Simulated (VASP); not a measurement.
Set up this calculation in VASP 6.6.1, as the native input.

* Task: single point
* Functional: r2SCAN
* Potentials or basis: VASP PAW PBE potentials, release 64 (Ba_sv)
* Cutoff: 520 eV
* k mesh: 8 × 8 × 8
* Occupations: fermi-dirac, width 0.1 eV
* Spin: no spin polarisation
* Dipole correction: no
* Further INCAR settings: ALGO = Normal; EDIFF = 1e-07; NBANDS = 17

Ba:

```
Ba
1.0
     0.00000    3.84196    3.84196
     3.84196    0.00000    3.84196
     3.84196    3.84196    0.00000
Ba
2
Cartesian
  0.9605 0.9605 0.9605
  6.7234 6.7234 6.7234
```

This isn't the form of Ba at room conditions, which is bcc.

One way to write it, as run:

POSCAR

```
Ba
1.0
    0.0000000000      3.8419605102      3.8419605102
    3.8419605102      0.0000000000      3.8419605102
    3.8419605102      3.8419605102      0.0000000000
Ba
2
Direct
    0.1250000000      0.1250000000      0.1250000000
    0.8750000000      0.8750000000      0.8750000000
```

INCAR.step1

```
PREC = Accurate
ENCUT = 520
ISMEAR = -1
SIGMA = 0.1
LREAL = False
LASPH = True
NELM = 100
NBANDS = 17
GGA = PE
ALGO = Normal
EDIFF = 1E-4
LWAVE = True
LCHARG = False
```

INCAR.step2

```
PREC = Accurate
ENCUT = 520
EDIFF = 1E-7
ISMEAR = -1
SIGMA = 0.1
LREAL = False
LASPH = True
NELM = 100
ALGO = Normal
ISIF = 2
LWAVE = False
LCHARG = False
METAGGA = R2SCAN
LMIXTAU = True
NBANDS = 17
ISTART = 1
```

KPOINTS

```
regular mesh
0
Gamma
  8 8 8
```

Potentials or basis: VASP PAW PBE potentials, release 64 (Ba_sv).

Run with:

```sh
$ cat potpaw_PBE.64/Ba_sv/POTCAR > POTCAR
$ cp INCAR.step1 INCAR
$ mpirun -np 1 vasp_std > vasp.out
$ cp INCAR.step2 INCAR
$ mpirun -np 1 vasp_std > vasp.out
```

Results of the run:

```yaml
Pressure: 0.0 GPa
Band_gap_on_the_k_mesh: zero (bands 10 and 11 overlap by 0.21 eV)
```

Caveat: the PAW data sets were made with another functional, which shifts forces and pressure a little; spin-orbit coupling is left out, which moves the levels of the heavy elements.

Wall time 4.3 min on 1 thread of Intel(R) Xeon(R) Platinum 8259CL CPU @ 2.50GHz (Skylake/Cascade Lake) (shared host), peak memory 0.27 GiB.
